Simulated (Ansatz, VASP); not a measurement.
# One calculation of Sb, two programs

The input INCAR:

```
  ALGO = Normal
  EDIFF = 1E-7
  ENCUT = 520
  GGA = PS
  ISIF = 2
  ISMEAR = 0
  LASPH = True
  LCHARG = False
  LREAL = False
  LWAVE = False
  NBANDS = 8
  NELM = 100
  PREC = Accurate
  SIGMA = 0.1
```

File KPOINTS:

```
k-points
0
Gamma
  14 14 14
```

POSCAR

```
Sb
1.0
    3.1715340000      0.0000000000      0.0000000000
    0.0000000000      3.1715340000      0.0000000000
    0.0000000000      0.0000000000      3.1715340000
Sb
1
Direct
    0.0000000000      0.0000000000      0.0000000000
```

Input for Ansatz:

```yaml
crystal:
  lattice:
    - [3.171534, 0.0, 0.0]
    - [0.0, 3.171534, 0.0]
    - [0.0, 0.0, 3.171534]
  atoms:
    - { symbol: Sb, position: [0.0, 0.0, 0.0] }
basis:
  ecutwfc: 420
kpoints:
  mp_grid: { grid: [14, 14, 14] }
hamiltonian:
  xc: pbesol
scf:
  occupations: { method: gaussian, width: 0.1 }
output:
  forces: true
  stress: true
  eigenvalues: true
```

Alike in both runs: task single point; functional PBEsol; k mesh 14 × 14 × 14; occupations gaussian, width 0.1 eV; no spin polarisation.

|  | VASP | Ansatz |
| --- | --- | --- |
| version | VASP 6.6.1 | Ansatz 0.2.0 |
| potentials or method | VASP PAW PBE potentials, release 64 (Sb), cutoff 520 eV | scalar-relativistic, plane waves, PAW |
| valence electrons in the cell | 5 | 15 |

```csv
,VASP,Ansatz,Ansatz less VASP
gap on the k mesh at the Fermi level (eV),none,none,-
pressure (GPa),-5.1,-5.1,-0.03
```

VASP's potentials were made for PBE, not for PBEsol. A gap of «none» marks a metal or a gap that the smearing closes. VASP's potentials hold 5 valence electrons a cell and Ansatz's 15, so a difference there can come from the potentials and not from the codes.

Spin-orbit coupling is off throughout.
